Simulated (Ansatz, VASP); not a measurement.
# Ca3TeRu2 in VASP and in Ansatz

The input INCAR:

```
ALGO = Normal
EDIFF = 1E-6
EDIFFG = -0.04
ENCUT = 600
GGA = PE
IBRION = 2
ISIF = 3
ISMEAR = 0
LASPH = True
LCHARG = False
LREAL = False
LWAVE = False
NELM = 80
NSW = 90
PREC = Accurate
SIGMA = 0.1
```

KPOINTS

```
k-points
0
Gamma
  4 4 2
```

POSCAR

```
Ca3TeRu2
1.0
    3.9022678500      0.0000000000      0.0000000000
    0.0000000000      3.9022678500      0.0000000000
    0.0000000000      0.0000000000      8.5967760700
Ca Te Ru
3 1 2
Direct
    0.5000000000      0.5000000000      0.0000000000
    0.0000000000      0.5000000000      0.3786259900
    0.5000000000      0.0000000000      0.6213740100
    0.0000000000      0.0000000000      0.0000000000
    0.0000000000      0.5000000000      0.7376120100
    0.5000000000      0.0000000000      0.2623879900
```

Input for Ansatz:

```yaml
crystal:
  lattice:
    - [3.90226785, 0.0, 0.0]
    - [0.0, 3.90226785, 0.0]
    - [0.0, 0.0, 8.59677607]
  atoms:
    - { symbol: Ca, position: [0.5, 0.5, 0.0] }
    - { symbol: Ca, position: [0.0, 0.5, 0.37862599] }
    - { symbol: Ca, position: [0.5, 0.0, 0.62137401] }
    - { symbol: Te, position: [0.0, 0.0, 0.0] }
    - { symbol: Ru, position: [0.0, 0.5, 0.73761201] }
    - { symbol: Ru, position: [0.5, 0.0, 0.26238799] }
basis:
  ecutwfc: 420
kpoints:
  mp_grid: { grid: [4, 4, 2] }
hamiltonian:
  xc: pbe
scf:
  occupations: { method: gaussian, width: 0.1 }
  lower_state_search: "off"
output:
  forces: true
  stress: true
  eigenvalues: true
relax:
  adjacent_minimum: "off"
  f_tol: 0.04
  max_steps: 70
  cell: { stress_tol: 0.4 }
```

Change from the starting cell: species swapped into the Zr2CuSb3 type (P-4m2, No. 115).

Alike in both runs: task relaxation of cell and atoms; functional PBE; k mesh 4 × 4 × 2; occupations gaussian, width 0.1 eV; no spin polarisation.

|  | VASP | Ansatz |
| --- | --- | --- |
| version | VASP 6.6.1 | Ansatz 0.2.0 |
| potentials or method | VASP PAW PBE potentials, release 64 (Ca_sv, Te, Ru_pv), cutoff 600 eV | scalar-relativistic, plane waves, PAW |
| valence electrons in the cell | 64 | 78 |

```csv
,VASP,Ansatz,Ansatz less VASP
"gap on the k mesh at the Fermi level, each at its own relaxed structure (eV)",none,none,-
relaxed volume (Å³/atom),24.28,24.20,-0.083
relaxed length of the cell vector where the two differ most in proportion (Å),4.562,4.549,-0.0126
```

A gap of «none» marks a metal or a gap that the smearing closes. VASP's potentials hold 64 valence electrons a cell and Ansatz's 78, so a difference there can come from the potentials and not from the codes.

The k mesh is coarse, so the values compare programs but aren't converged. Spin-orbit coupling is off throughout.
